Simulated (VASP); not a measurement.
# Ti (P6_3/mmc) in VASP: vibrations by perturbation theory with LDA

Aim: the vibrations by perturbation theory of Ti with LDA.

All numbers are computed with VASP 6.6.1; they aren't measurements. Logs are shortened: lines on timing, memory, paths and dates and some standing lists are left out, and cuts for length are marked.

### Step 1. The cell of the first run

It takes space group P6_3/mmc (No. 194, hexagonal). The conventional cell has a = 2.865 Å, b = 2.865 Å, c = 4.546 Å, α = 90.00°, β = 90.00°, γ = 120.00°. Ti (site symmetry -6m2) has 12 Ti at 2.81 to 2.86 Å within 3.7 Å.

### Step 2. Vibrations by perturbation theory, LDA

The input, INCAR:

```
SYSTEM = Ti
PREC = Accurate
ENCUT = 520
EDIFF = 1E-8
ISMEAR = -1
SIGMA = 0.15
LREAL = .False.
LASPH = .True.
NELM = 100
ALGO = Fast
ISIF = 2
LWAVE = .False.
LCHARG = .False.
IBRION = 8
NSW = 1
```

The input, KPOINTS:

```
regular mesh
0
Gamma
  15 15 8
  0 0 0
```

The input, POSCAR:

```
Ti
1.0
    2.8646886727      0.0000000000      0.0000000000
   -1.4323443363      2.4808931645      0.0000000000
    0.0000000000      0.0000000000      4.5456602263
Ti
2
Direct
    0.3333333333      0.6666666667      0.2500000000
    0.6666666667      0.3333333333      0.7500000000
```

Potentials or basis: VASP PAW LDA potentials, release 64 (Ti_sv).

On the command line:

```
cat potpaw_LDA.64/Ti_sv/POTCAR > POTCAR
mpirun -np 1 vasp_std > vasp.out
```

OUTCAR:

```text
SYSTEM = Ti
   PREC = Accurate
   ENCUT = 520
   EDIFF = 1E-8
   ISMEAR = -1
   LREAL = .False.
   LASPH = .True.
   NELM = 100
   ISIF = 2
   IBRION = 8
   NSW = 1

 ion  position               nearest neighbor table
   1  0.333  0.667  0.250-   2 2.81   2 2.81   2 2.81   2 2.81   2 2.81   2 2.81
   2  0.667  0.333  0.750-   1 2.81   1 2.81   1 2.81   1 2.81   1 2.81   1 2.81

  LATTYP: Found a hexagonal cell.
 ALAT       =     2.8646886727
 C/A-ratio  =     1.5867903098

  Lattice vectors:

 A1 = (   2.8646886727,   0.0000000000,   0.0000000000)
 A2 = (  -1.4323443363,   2.4808931645,   0.0000000000)
 A3 = (   0.0000000000,   0.0000000000,   4.5456602263)

Analysis of symmetry for initial positions (statically):
=====================================================================
 Subroutine PRICEL returns:
 Original cell was already a primitive cell.

 Routine SETGRP: Setting up the symmetry group for a
 hexagonal supercell.

 Subroutine GETGRP returns: Found 24 space group operations
 (whereof 12 operations were pure point group operations)
 out of a pool of 24 trial point group operations.

The static configuration has the point symmetry D_3d.
 The point group associated with its full space group is D_6h.

Analysis of symmetry for dynamics (positions and initial velocities):
=====================================================================
 Subroutine PRICEL returns:
 Original cell was already a primitive cell.

 Routine SETGRP: Setting up the symmetry group for a
 hexagonal supercell.

 Subroutine GETGRP returns: Found 24 space group operations
 (whereof 12 operations were pure point group operations)
 out of a pool of 24 trial point group operations.

The dynamic configuration has the point symmetry D_3d.
 The point group associated with its full space group is D_6h.

 Subroutine INISYM returns: Found 24 space group operations
 (whereof 12 operations are pure point group operations),
 and found     1 'primitive' translations

----------------------------------------------------------------------------------------

                                     Primitive cell

  volume of cell :      32.3059

  direct lattice vectors                    reciprocal lattice vectors
     2.864688673  0.000000000  0.000000000     0.349078072  0.201540319  0.000000000
    -1.432344336  2.480893164  0.000000000     0.000000000  0.403080638  0.000000000
     0.000000000  0.000000000  4.545660226     0.000000000  0.000000000  0.219990045

  length of vectors
     2.864688673  2.864688673  4.545660226     0.403080638  0.403080638  0.219990045

  position of ions in fractional coordinates (direct lattice)
     0.333333333  0.666666667  0.250000000
     0.666666667  0.333333333  0.750000000

  ion indices of the primitive-cell ions
   primitive index   ion index
                 1           1
                 2           2

----------------------------------------------------------------------------------------

 KPOINTS: regular mesh

Automatic generation of k-mesh.
 Grid dimensions read from file:
 generate k-points for:   15   15    8

 Generating k-lattice:

  Cartesian coordinates                     Fractional coordinates (reciprocal lattice)
     0.023271871  0.013436021  0.000000000     0.066666667 -0.000000000  0.000000000
     0.000000000  0.026872043  0.000000000     0.000000000  0.066666667  0.000000000
     0.000000000  0.000000000  0.027498756     0.000000000  0.000000000  0.125000000

  Length of vectors
     0.026872043  0.026872043  0.027498756

  Shift w.r.t. Gamma in fractional coordinates (k-lattice)
[... 77 lines left out ...]
   GGA     = CA    functional components
   LHFCALC =     F    Hartree Fock is set to
   AEXX    =    0.0000 exact exchange contribution
   IVDW    =     0    specifies the selected vdW correction
   LEPSILON=     F    determine dielectric tensor
   LRPA    =     F    only Hartree local field effects (RPA)
 non-spin polarized calculation
 RMM-DIIS sequential band-by-band and
  energy-cutoff  :      520.00
  volume of cell :       32.31
 maximum number of plane-waves:       893
 NGX is ok and might be reduce to    24
   NGX = 11   NGY = 11   NGZ = 17

--------------------------------------- Ionic step        1  -------------------------------------------

 number of electron      24.0000004 magnetization

 Free energy of the ion-electron system (eV)
  ---------------------------------------------------
  ext. energy  EPLUGINS =         0.00000000
  ---------------------------------------------------
  free energy    TOTEN  =       -17.18309134 eV

  energy without entropy =      -17.00329368  energy(sigma->0) =      -17.09319251

 E-fermi :   8.8332     XC(G=0): -12.1348

 val. band max:        8.8130385583   @ k =   0.1333   0.0000   0.1250
 cond. band min:       8.8442501867   @ k =   0.1333   0.0667   0.3750
 fundamental gap:      0.0312116284
 Fermi energy:         8.8332087891

 k-point     1 :       0.0000    0.0000    0.0000
  band No.  band energies     occupation
      1     -47.1549      2.00000
      2     -46.9627      2.00000
      3     -24.2128      2.00000
      4     -23.4063      2.00000
      5     -23.4063      2.00000
      6     -23.2924      2.00000
[... 433 lines left out ...]
      3     -23.9664      2.00000
      4     -23.8098      2.00000
      5     -23.7496      2.00000
      6     -23.7045      2.00000
[... 8 lines left out ...]
     15      10.3116      0.00010
     16      12.1984      0.00000

 [... further k-points ...]
[... 5 lines left out ...]
  --------------------------------------------------------------------------------------
  -------------------------------------------------------------------------------------
  Total       -0.0354833     -0.0354833     -0.0294864     -0.0000000      0.0000000      0.0000000
  in kB       -1.7597540     -1.7597540     -1.4623468     -0.0000000      0.0000000      0.0000000
  external PRESSURE =      -1.6606183 kB  Pullay stress =       0.0000000 kB

 VOLUME and BASIS-vectors are now :
 -----------------------------------------------------------------------------
  energy-cutoff  :      520.00
  volume of cell :       32.31
      direct lattice vectors                 reciprocal lattice vectors
     2.864688673  0.000000000  0.000000000     0.349078072  0.201540319  0.000000000
    -1.432344336  2.480893164  0.000000000     0.000000000  0.403080638  0.000000000
     0.000000000  0.000000000  4.545660226     0.000000000  0.000000000  0.219990045

 POSITION                                       TOTAL-FORCE (eV/Angst)
 -----------------------------------------------------------------------------------
     -0.00000      1.65393      1.13642        -0.000000      0.000000      0.000000
      1.43234      0.82696      3.40925         0.000000     -0.000000      0.000000
 -----------------------------------------------------------------------------------
    total drift:                               -0.000000      0.000000     -0.000000

  FREE ENERGIE OF THE ION-ELECTRON SYSTEM (eV)
  ---------------------------------------------------
  free  energy   TOTEN  =       -17.1830913369 eV

  energy  without entropy=      -17.0032936815  energy(sigma->0) =      -17.09319251

[... ionic steps 2 to 3 ...]

--------------------------------------- Ionic step        4  -------------------------------------------

------------------------ aborting loop because EDIFF is reached ----------------------------------------

[... ionic steps 5 to 5 ...]

--------------------------------------- Ionic step        6  -------------------------------------------

 Free energy of the ion-electron system (eV)
  ---------------------------------------------------
  ---------------------------------------------------
  free energy    TOTEN  =        -0.62294457 eV

  energy without entropy =       -0.62294457

------------------------ aborting loop because EDIFF is reached ----------------------------------------

 INTERNAL STRAIN TENSOR  FOR ION    1  DIRECTION 3   (eV/Angst):
 -----------------------------------------------------------------------------
    -0.02720 -0.00000  0.00000
    -0.00000 -0.02720  0.00000
     0.00000  0.00000  0.05517

 INTERNAL STRAIN TENSOR FOR ION    2 for displacements in x,y,z  (eV/Angst):
          X           Y           Z          XY          YZ          ZX
  --------------------------------------------------------------------------------
  x     0.00000    -0.00000    -0.00000     2.15276     0.00000     0.00000
  y     2.15276    -2.15276     0.00000    -0.00000     0.00000     0.00000
  z     0.00000    -0.00000     0.00000     0.00000     0.00000     0.00000

 SECOND DERIVATIVES (NOT SYMMETRIZED)
 ------------------------------------
               1X          1Y          1Z          2X          2Y          2Z
  1X    -0.823362   -0.000000    0.000000    0.823362    0.000000    0.000000
  1Y    -0.000000   -0.823362    0.000000    0.000000    0.823362    0.000000
  1Z     0.000000    0.000000   -4.235080    0.000000    0.000000    4.235080
  2X     0.823362    0.000000    0.000000   -0.823362   -0.000000    0.000000
  2Y     0.000000    0.823362    0.000000   -0.000000   -0.823362    0.000000
  2Z     0.000000    0.000000    4.235080    0.000000    0.000000   -4.235080

 Eigenvectors and eigenvalues of the dynamical matrix
 ----------------------------------------------------

   1 f  =    6.575359 THz    41.314197 2PiTHz  219.330354 cm-1    27.193486 meV
             X         Y         Z           dx          dy          dz
     -0.000000  1.653929  1.136415     0.000000    0.000000    0.707107
      1.432344  0.826964  3.409245     0.000000   -0.000000   -0.707107
[... 16 lines left out ...]
   5 f  =    0.000000 THz     0.000000 2PiTHz    0.000001 cm-1     0.000000 meV
             X         Y         Z           dx          dy          dz
     -0.000000  1.653929  1.136415     0.433954    0.552947    0.077035
      1.432344  0.826964  3.409245     0.433954    0.552947    0.077035

   6 f/i=    0.000000 THz     0.000000 2PiTHz    0.000001 cm-1     0.000000 meV
             X         Y         Z           dx          dy          dz
     -0.000000  1.653929  1.136415     0.558246   -0.430955   -0.051378
      1.432344  0.826964  3.409245     0.558246   -0.430955   -0.051378

--------------------------------------------------------------------------------------------------------

 ELASTIC MODULI CONTR FROM IONIC RELAXATION (kBar)
 Direction    XX          YY          ZZ          XY          YZ          ZX
 --------------------------------------------------------------------------------
 XX        -279.1453    279.1453      0.0000     -0.0000      0.0000     -0.0000
 YY         279.1453   -279.1453     -0.0000     -0.0000      0.0000      0.0000
 ZZ           0.0000     -0.0000     -0.0000      0.0000      0.0000      0.0000
 XY          -0.0000     -0.0000      0.0000   -279.1453      0.0000     -0.0000
 YZ           0.0000      0.0000      0.0000      0.0000      0.0000      0.0000
 ZX          -0.0000      0.0000      0.0000     -0.0000      0.0000     -0.0000
 --------------------------------------------------------------------------------
```

Run time: 23 min. Hardware: 1 thread of AMD EPYC 9R45 (Zen 5), shared host; peak memory 0.58 GiB.

What came out:

- Highest phonon frequency at Γ: 219 cm⁻¹

Phonon frequencies in cm⁻¹ (negative: imaginary):
| q point | frequencies |
| --- | --- |
| (0.000, 0.000, 0.000) | 0 0 0 97 97 219 |
